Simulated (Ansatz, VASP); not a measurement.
## CdTe: VASP beside Ansatz

File INCAR:

```
SYSTEM = CdTe
ALGO = Normal ; EDIFF = 1E-6
ENCUT = 500 ; GGA = PE
GGA_COMPAT = .False. ; ISIF = 2
ISMEAR = -1 ; LASPH = .True.
LCHARG = .True. ; LELF = .True.
LREAL = .False. ; LVHAR = .True.
LWAVE = .False. ; NBANDS = 16
NELM = 120 ; PREC = Accurate
SIGMA = 0.02
```

KPOINTS

```
k-points
0
Gamma
  8 8 8
  0 0 0
```

File POSCAR:

```
CdTe
1.0
    0.0000000000      3.2050000000      3.2050000000
    3.2050000000      0.0000000000      3.2050000000
    3.2050000000      3.2050000000      0.0000000000
Te Cd
1 1
Direct
    0.7500000000      0.7500000000      0.7500000000
    0.0000000000      0.0000000000      0.0000000000
```

Contents of input.yaml:

```yaml
crystal:
  lattice:
    - [0.0, 3.205, 3.205]
    - [3.205, 0.0, 3.205]
    - [3.205, 3.205, 0.0]
  atoms:
    - { symbol: Te, position: [0.75, 0.75, 0.75] }
    - { symbol: Cd, position: [0.0, 0.0, 0.0] }
kpoints:
  mp_grid: { grid: [8, 8, 8] }
  band_path:
    path:
      - [[0.0, 0.0, 0.0], [-0.5, -0.5, 0.0], [-0.375, -0.375, 0.25]]
      - [[-0.375, -6.370010250357e-18, 0.375], [0.0, 0.0, 0.0], [1.221564193437e-17, 1.221564193437e-17, 0.5], [-0.5, -0.25, 0.25], [-0.5, -0.5, 0.0]]
    npoints: 10
hamiltonian:
  xc: pbe
scf:
  occupations: { method: fermi_dirac, width: 0.02 }
  n_extra_bands: 4
output:
  forces: true
  stress: true
  eigenvalues: true
```

Alike in both runs: functional PBE; k mesh 8 × 8 × 8; occupations fermi-dirac, width 0.02 eV; no spin polarisation.

|  | VASP | Ansatz |
| --- | --- | --- |
| version | VASP 6.6.1 | Ansatz 0.2.0 |
| potentials or method | VASP PAW PBE potentials, release 64 (Te, Cd) | Ansatz PAW |
| plane-wave cutoff (eV) | 500 | 420 |
| valence electrons in the cell | 18 | 36 |
| task | single point | band structure |

```tsv
	VASP	Ansatz	Ansatz less VASP
gap on the k mesh at the Fermi level (eV)	0.87	0.87	0.000
least direct gap on the mesh (eV)	0.87	0.87	0.000
pressure (GPa)	4.4	4.2	-0.15
```

The functional is the same, so the differences come from potentials, cutoffs and numerics. VASP's potentials hold 18 valence electrons a cell and Ansatz's 36, so a difference there can come from the potentials and not from the codes.

Neither program's run includes spin-orbit coupling.
